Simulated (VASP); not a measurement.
# Be3Cd2O3 (P-6m2) in VASP: single point with PBE

Aim: the single point of Be3Cd2O3 with PBE.

Everything below comes from runs of VASP 6.6.1. Logs are shortened: lines on timing, memory, paths and dates and some standing lists are left out, and cuts for length are marked.

**1. The cell of the first run**

It takes space group P-6m2 (No. 187, hexagonal). Conventional cell: a = 2.753 Å, b = 2.753 Å, c = 16.263 Å, α = 90.00°, β = 90.00°, γ = 120.00°. Be (site symmetry 3m) has 3 O at 1.59 Å within 2.1 Å. Be (site symmetry -6m2) has 3 O at 1.59 Å within 2.1 Å. Cd (site symmetry 3m) has 7 Cd at 2.75 to 3.20 Å within 3.6 Å. Within 2.1 Å of O (site symmetry 3m) lie 3 Be at 1.59 Å. O (site symmetry -6m2) has 3 Be at 1.59 Å within 2.1 Å.

**2. Single point, PBE**

File INCAR:

```
SYSTEM = Be3Cd2O3
PREC = Accurate
ENCUT = 600
EDIFF = 1E-6
ISMEAR = 0
SIGMA = 0.1
LREAL = .False.
LASPH = .True.
NELM = 120
ALGO = Normal
ISIF = 2
LWAVE = .False.
LCHARG = .False.
GGA = PE
NBANDS = 34
GGA_COMPAT = .False.
```

File KPOINTS:

```
regular mesh
0
Gamma
  6 6 1
  0 0 0
```

File POSCAR:

```
Be3Cd2O3
1.0
    2.7534053449      0.0000000000      0.0000000000
   -1.3767026724      2.3845189756      0.0000000000
    0.0000000000      0.0000000000     16.2633068910
Be Cd O
3 2 3
Direct
    0.3333333333      0.6666666667      0.8367066022
    0.0000000000      0.0000000000      0.0000000000
    0.3333333333      0.6666666667      0.1632933978
    0.6666666667      0.3333333333      0.5982880995
    0.6666666667      0.3333333333      0.4017119005
    0.0000000000      0.0000000000      0.8357935339
    0.3333333333      0.6666666667      0.0000000000
    0.0000000000      0.0000000000      0.1642064661
```

Potentials or basis: VASP PAW PBE potentials, release 64 (Be, Cd, O).

Started as:

```console
> cat potpaw_PBE.64/Be/POTCAR potpaw_PBE.64/Cd/POTCAR potpaw_PBE.64/O/POTCAR > POTCAR
> mpirun -np 1 vasp_std > vasp.out
```

OUTCAR:

```text
SYSTEM = Be3Cd2O3
   PREC = Accurate
   ENCUT = 600
   EDIFF = 1E-6
   ISMEAR = 0
   LREAL = .False.
   LASPH = .True.
   NELM = 120
   ISIF = 2
   GGA = PE

 ion  position               nearest neighbor table
   1  0.333  0.667  0.837-   6 1.59   6 1.59   6 1.59
   2  0.000  0.000  0.000-   7 1.59   7 1.59   7 1.59
   3  0.333  0.667  0.163-   8 1.59   8 1.59   8 1.59
   4  0.667  0.333  0.598-   5 3.20
   5  0.667  0.333  0.402-   4 3.20
   6  0.000  0.000  0.836-   1 1.59   1 1.59   1 1.59
   7  0.333  0.667  0.000-   2 1.59   2 1.59   2 1.59
   8  0.000  0.000  0.164-   3 1.59   3 1.59   3 1.59

  LATTYP: Found a hexagonal cell.
 ALAT       =     2.7534053449
 C/A-ratio  =     5.9066155737

  Lattice vectors:

 A1 = (   2.7534053449,   0.0000000000,   0.0000000000)
 A2 = (  -1.3767026724,   2.3845189756,   0.0000000000)
 A3 = (   0.0000000000,   0.0000000000,  16.2633068910)

Analysis of symmetry for initial positions (statically):
=====================================================================
 Subroutine PRICEL returns:
 Original cell was already a primitive cell.

 Routine SETGRP: Setting up the symmetry group for a
 hexagonal supercell.

 Subroutine GETGRP returns: Found 12 space group operations
 (whereof 12 operations were pure point group operations)
 out of a pool of 24 trial point group operations.

The static configuration has the point symmetry D_3h.

Analysis of symmetry for dynamics (positions and initial velocities):
=====================================================================
 Subroutine PRICEL returns:
 Original cell was already a primitive cell.

 Routine SETGRP: Setting up the symmetry group for a
 hexagonal supercell.

 Subroutine GETGRP returns: Found 12 space group operations
 (whereof 12 operations were pure point group operations)
 out of a pool of 24 trial point group operations.

The dynamic configuration has the point symmetry D_3h.

 Subroutine INISYM returns: Found 12 space group operations
 (whereof 12 operations are pure point group operations),
 and found     1 'primitive' translations

----------------------------------------------------------------------------------------

                                     Primitive cell

  volume of cell :     106.7775

  direct lattice vectors                    reciprocal lattice vectors
     2.753405345  0.000000000  0.000000000     0.363186627  0.209685897  0.000000000
    -1.376702672  2.384518976  0.000000000     0.000000000  0.419371794  0.000000000
     0.000000000  0.000000000 16.263306891     0.000000000  0.000000000  0.061488110

  length of vectors
     2.753405345  2.753405345 16.263306891     0.419371794  0.419371794  0.061488110

  position of ions in fractional coordinates (direct lattice)
     0.333333333  0.666666667  0.836706602
     0.000000000  0.000000000  0.000000000
     0.333333333  0.666666667  0.163293398
     0.666666667  0.333333333  0.598288100
     0.666666667  0.333333333  0.401711900
     0.000000000  0.000000000  0.835793534
     0.333333333  0.666666667  0.000000000
     0.000000000  0.000000000  0.164206466

  ion indices of the primitive-cell ions
   primitive index   ion index
                 1           1
                 2           2
                 3           3
                 4           4
                 5           5
                 6           6
                 7           7
                 8           8

----------------------------------------------------------------------------------------

 KPOINTS: regular mesh

Automatic generation of k-mesh.
 Grid dimensions read from file:
 generate k-points for:    6    6    1

 Generating k-lattice:

  Cartesian coordinates                     Fractional coordinates (reciprocal lattice)
     0.060531105  0.034947649  0.000000000     0.166666667  0.000000000  0.000000000
     0.000000000  0.069895299  0.000000000     0.000000000  0.166666667  0.000000000
     0.000000000  0.000000000  0.061488110     0.000000000  0.000000000  1.000000000

  Length of vectors
     0.069895299  0.069895299  0.061488110

  Shift w.r.t. Gamma in fractional coordinates (k-lattice)
     0.000000000  0.000000000  0.000000000

 Subroutine IBZKPT returns following result:
 ===========================================

 Found      7 irreducible k-points:

 Following reciprocal coordinates:
            Coordinates               Weight
  0.000000  0.000000  0.000000      1.000000
  0.166667  0.000000  0.000000      6.000000
  0.333333  0.000000  0.000000      6.000000
  0.500000  0.000000  0.000000      3.000000
  0.166667  0.166667  0.000000      6.000000
  0.333333  0.166667  0.000000     12.000000
  0.333333  0.333333  0.000000      2.000000
   k-points           NKPTS =      7   k-points in BZ     NKDIM =      7   number of bands    NBANDS=     34
   number of dos      NEDOS =    301   number of ions     NIONS =      8
   total plane-waves  NPLWV =  80640
   dimension x,y,z NGX =    24 NGY =   24 NGZ =  140
   dimension x,y,z NGXF=    48 NGYF=   48 NGZF=  280
   ions per type =               3   2   3
   NGX,Y,Z   is equivalent  to a cutoff of  14.49, 14.49, 14.31 a.u.
   NGXF,Y,Z  is equivalent  to a cutoff of  28.98, 28.98, 28.62 a.u.
 SYSTEM =  Be3Cd2O3
   PREC   = accura    normal or accurate (medium, high low for compatibility)
   ISTART =      0    job   : 0-new  1-cont  2-samecut
   ICHARG =      2    charge: 1-file 2-atom 10-const
   ISPIN  =      1    spin polarized calculation?
   LNONCOLLINEAR =      F non collinear calculations
   LSORBIT =      F    spin-orbit coupling
   LASPH  =      T    aspherical Exc in radial PAW
   ENCUT  =  600.0 eV  44.10 Ry    6.64 a.u.   5.50  5.50 32.48*2*pi/ulx,y,z
   NELM   =    120;   NELMIN=  2; NELMDL= -5     # of ELM steps
   EDIFF  = 0.1E-05   stopping-criterion for ELM
   LREAL  =      F    real-space projection
   EDIFFG = 0.1E-04   stopping-criterion for IOM
   NSW    =      0    number of steps for IOM
   IBRION =     -1    ionic relax: 0-MD 1-quasi-New 2-CG
   NFREE  =      0    steps in history (QN), initial steepest desc. (CG)
   ISIF   =      2    stress and relaxation
   ISYM   =      2    0-nonsym 1-usesym 2-fastsym
   POTIM  = 0.5000    time-step for ionic-motion
   TEBEG  =    0.0;   TEEND  =   0.0 temperature during run
   PSTRESS=    0.0 pullay stress
   NELECT =      48.0000    total number of electrons
   NUPDOWN=      -1.0000    fix difference up-down
   EMIN   =  10.00;   EMAX   =-10.00  energy-range for DOS
   EFERMI =   0.00;   METHOD = LEGACY
   ISMEAR =     0;   SIGMA  =   0.10  broadening in eV -4-tet -1-fermi 0-gaus
   EFERMI_NEDOS =   21; number of points for ismear=-14 and -15
   IALGO  =     38    algorithm
   IMIX   =      4    mixing-type and parameters
     AMIX     =   0.40;   BMIX     =  1.00
     AMIX_MAG =   1.60;   BMIX_MAG =  1.00
  volume/ion in A,a.u.               =      13.35        90.07
  Fermi-wavevector in a.u.,A,eV,Ry     =   1.254090  2.369886 21.398445  1.572741
  Thomas-Fermi vector in A             =   2.387911
   LORBIT       =      0    0 simple, 1 ext, 2 COOP (PROOUT), +10 PAW based schemes
   GGA     = PE    functional components
   LHFCALC =     F    Hartree Fock is set to
   AEXX    =    0.0000 exact exchange contribution
   IVDW    =     0    specifies the selected vdW correction
   LEPSILON=     F    determine dielectric tensor
   LRPA    =     F    only Hartree local field effects (RPA)
 non-spin polarized calculation
 Gauss-broadening in eV      SIGMA  =   0.10
  energy-cutoff  :      600.00
  volume of cell :      106.78
 maximum number of plane-waves:      3653
 NGX is ok and might be reduce to    24
   NGX = 11   NGY = 11   NGZ = 65

 number of electron      47.9999999 magnetization

 Free energy of the ion-electron system (eV)
  ---------------------------------------------------
  ext. energy  EPLUGINS =         0.00000000
  ---------------------------------------------------
  free energy    TOTEN  =       -42.89720347 eV

  energy without entropy =      -42.89716958  energy(sigma->0) =      -42.89718652

 E-fermi :   2.4127     XC(G=0):  -9.7132

 val. band max:        2.1487143554   @ k =   0.3333   0.1667   0.0000
 cond. band min:       2.6508400883   @ k =   0.5000   0.0000   0.0000
 fundamental gap:      0.5021257329
 Fermi energy:         2.4126779659

 k-point     1 :       0.0000    0.0000    0.0000
  band No.  band energies     occupation
      1     -17.4010      2.00000
      2     -17.0677      2.00000
      3     -16.8540      2.00000
      4      -7.5622      2.00000
      5      -7.4899      2.00000
      6      -6.5596      2.00000
[... 26 lines left out ...]
     33      13.9569      0.00000
     34      14.5866      0.00000

 k-point     2 :       0.1667    0.0000    0.0000
  band No.  band energies     occupation
      1     -17.1866      2.00000
      2     -16.8784      2.00000
      3     -16.6930      2.00000
      4      -7.2169      2.00000
      5      -7.1394      2.00000
      6      -6.6588      2.00000
[... 26 lines left out ...]
     33      13.3569      0.00000
     34      14.3554      0.00000

 k-point     3 :       0.3333    0.0000    0.0000
  band No.  band energies     occupation
      1     -16.6924      2.00000
      2     -16.4577      2.00000
      3     -16.3539      2.00000
      4      -7.4656      2.00000
      5      -7.4240      2.00000
      6      -6.6987      2.00000
[... 26 lines left out ...]
     33      11.9289      0.00000
     34      11.9516      0.00000

 k-point     4 :       0.5000    0.0000    0.0000
  band No.  band energies     occupation
      1     -16.3851      2.00000
      2     -16.2210      2.00000
      3     -16.1924      2.00000
      4      -7.6900      2.00000
      5      -7.6464      2.00000
      6      -6.9666      2.00000
[... 26 lines left out ...]
     33      11.2244      0.00000
     34      11.6336      0.00000

 k-point     5 :       0.1667    0.1667    0.0000
  band No.  band energies     occupation
      1     -16.8278      2.00000
      2     -16.5689      2.00000
      3     -16.4384      2.00000
      4      -6.9158      2.00000
      5      -6.8828      2.00000
      6      -6.7363      2.00000
[... 26 lines left out ...]
     33      12.6135      0.00000
     34      12.7879      0.00000

 k-point     6 :       0.3333    0.1667    0.0000
  band No.  band energies     occupation
      1     -16.3968      2.00000
      2     -16.2210      2.00000
      3     -16.1797      2.00000
      4      -7.2066      2.00000
      5      -7.1582      2.00000
      6      -6.8012      2.00000
[... 26 lines left out ...]
     33      10.8886      0.00000
     34      11.9039      0.00000

 k-point     7 :       0.3333    0.3333    0.0000
  band No.  band energies     occupation
      1     -16.2298      2.00000
      2     -16.0947      2.00000
      3     -16.0944      2.00000
      4      -6.5339      2.00000
      5      -6.5337      2.00000
      6      -6.3382      2.00000
[... 26 lines left out ...]
     33      11.6030      0.00000
     34      11.7639      0.00000

------------------------ aborting loop because EDIFF is reached ----------------------------------------

  FORCE on cell =-STRESS in cart. coord.  units (eV):
  Direction    XX          YY          ZZ          XY          YZ          ZX
  --------------------------------------------------------------------------------------
  -------------------------------------------------------------------------------------
  Total        0.5451276      0.5451276      0.7466975      0.0000000     -0.0000000      0.0000000
  in kB        8.1795408      8.1795408     11.2040620      0.0000000     -0.0000000      0.0000000
  external PRESSURE =       9.1877146 kB  Pullay stress =       0.0000000 kB

 VOLUME and BASIS-vectors are now :
 -----------------------------------------------------------------------------
  energy-cutoff  :      600.00
  volume of cell :      106.78
      direct lattice vectors                 reciprocal lattice vectors
     2.753405345  0.000000000  0.000000000     0.363186627  0.209685897  0.000000000
    -1.376702672  2.384518976  0.000000000     0.000000000  0.419371794  0.000000000
     0.000000000  0.000000000 16.263306891     0.000000000  0.000000000  0.061488110

 POSITION                                       TOTAL-FORCE (eV/Angst)
 -----------------------------------------------------------------------------------
     -0.00000      1.58968     13.60762         0.000000      0.000000      0.070656
      0.00000      0.00000      0.00000        -0.000000      0.000000      0.000000
     -0.00000      1.58968      2.65569         0.000000     -0.000000     -0.070656
      1.37670      0.79484      9.73014        -0.000000      0.000000      0.203499
      1.37670      0.79484      6.53316        -0.000000      0.000000     -0.203499
      0.00000      0.00000     13.59277        -0.000000      0.000000     -0.059493
     -0.00000      1.58968      0.00000         0.000000      0.000000      0.000000
      0.00000      0.00000      2.67054        -0.000000      0.000000      0.059493
 -----------------------------------------------------------------------------------
    total drift:                                0.000001     -0.000001      0.000000

  FREE ENERGIE OF THE ION-ELECTRON SYSTEM (eV)
  ---------------------------------------------------
  free  energy   TOTEN  =       -42.8972034652 eV

  energy  without entropy=      -42.8971695766  energy(sigma->0) =      -42.89718652
```

Wall time 18 s (1 thread of Intel Xeon 6975P-C (Granite Rapids), shared host); peak memory 0.27 GiB.

Results:

```yaml
Free_energy: -42.8972 eV
Pressure: 0.9 GPa
Largest_force: 0.203 eV/Å
Band_gap_on_the_k_mesh: zero (band 24 reaches 5.15 eV, above the bottom of band 25 at 0.88 eV)
```

Forces in eV/Å, atoms in the order of the input:
```
Be   0.000  0.000  0.071
Be   0.000  0.000  0.000
Be   0.000  0.000 -0.071
Cd   0.000  0.000  0.203
Cd   0.000  0.000 -0.203
O    0.000  0.000 -0.059
O    0.000  0.000  0.000
O    0.000  0.000  0.059
```

Caveat: the k points lie up to 0.44 Å⁻¹ apart.
